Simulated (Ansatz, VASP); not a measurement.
## SrB3Pt: VASP beside Ansatz

The input INCAR:

```
PREC = Accurate
ENCUT = 600
EDIFF = 1E-6
ISMEAR = -1
SIGMA = 0.05
LREAL = F
LASPH = T
NELM = 60
ALGO = Normal
ISIF = 3
LWAVE = F
LCHARG = F
LMAXMIX = 4
LDAU = T
LDAUTYPE = 2
LDAUL = -1 -1 2
LDAUU = 0 0 3
LDAUJ = 0 0 0
LDAUPRINT = 1
GGA = PE
IBRION = 2
NSW = 60
EDIFFG = -0.01
```

Contents of KPOINTS:

```
Automatic mesh
0
Gamma
  5 5 5
```

POSCAR

```
SrB3Pt
1.0
    4.5405600000      0.0000000000      0.0000000000
    0.0000000000      4.5405600000      0.0000000000
    0.0000000000      0.0000000000      4.5405600000
Sr B Pt
1 3 1
Direct
    0.0000000000      0.0000000000      0.0000000000
    0.5000000000      0.0000000000      0.0000000000
    0.0000000000      0.5000000000      0.0000000000
    0.0000000000      0.0000000000      0.5000000000
    0.5000000000      0.5000000000      0.5000000000
```

File input.yaml:

```yaml
crystal:
  lattice:
    - [4.54056, 0.0, 0.0]
    - [0.0, 4.54056, 0.0]
    - [0.0, 0.0, 4.54056]
  atoms:
    - { symbol: Sr, position: [0.0, 0.0, 0.0] }
    - { symbol: B, position: [0.5, 0.0, 0.0] }
    - { symbol: B, position: [0.0, 0.5, 0.0] }
    - { symbol: B, position: [0.0, 0.0, 0.5] }
    - { symbol: Pt, position: [0.5, 0.5, 0.5] }
hamiltonian:
  xc: pbe
  pseudopotentials: { kind: paw }
  hubbard: { sites: [{ species: Pt, l: d, u_eff: 3.0 }] }
kpoints:
  mp_grid: { grid: [5, 5, 5] }
scf:
  occupations: { method: fermi_dirac, width: 0.05 }
output:
  forces: true
  stress: true
  eigenvalues: true
relax:
  f_tol: 0.01
  max_steps: 40
  cell: { stress_tol: 0.05 }
```

Alike in both runs: task relaxation of cell and atoms; functional PBE; k mesh 5 × 5 × 5; occupations fermi-dirac, width 0.05 eV; no spin polarisation; Hubbard terms Pt d U = 3 eV.

|  | VASP | Ansatz |
| --- | --- | --- |
| version | VASP 6.6.1 | Ansatz 0.2.0 |
| potentials or method | VASP PAW PBE potentials, release 64 (Sr_sv, B, Pt) | Ansatz PAW |
| plane-wave cutoff (eV) | 600 | 420 |
| valence electrons in the cell | 29 | 37 |

|  | VASP | Ansatz | Ansatz less VASP |
| --- | --- | --- | --- |
| gap on the k mesh at the Fermi level, each at its own relaxed structure (eV) | none | none | - |
| relaxed volume (Å³/atom) | 20.56 | 21.34 | +0.779 |
| relaxed cell length with the largest relative difference (Å) | 4.685 | 4.743 | +0.0584 |

The programs project onto different local orbitals, so the same U acts differently, and such runs can settle in different states. A gap of «none» marks a metal or a gap that the smearing closes. VASP's potentials hold 29 valence electrons a cell and Ansatz's 37, so a difference there can come from the potentials and not from the codes.

Spin-orbit coupling is off throughout. Noted on Ansatz's run: the plane-wave basis is chosen anew once the cell has moved, so the energies of steps on either side of that aren't comparable.
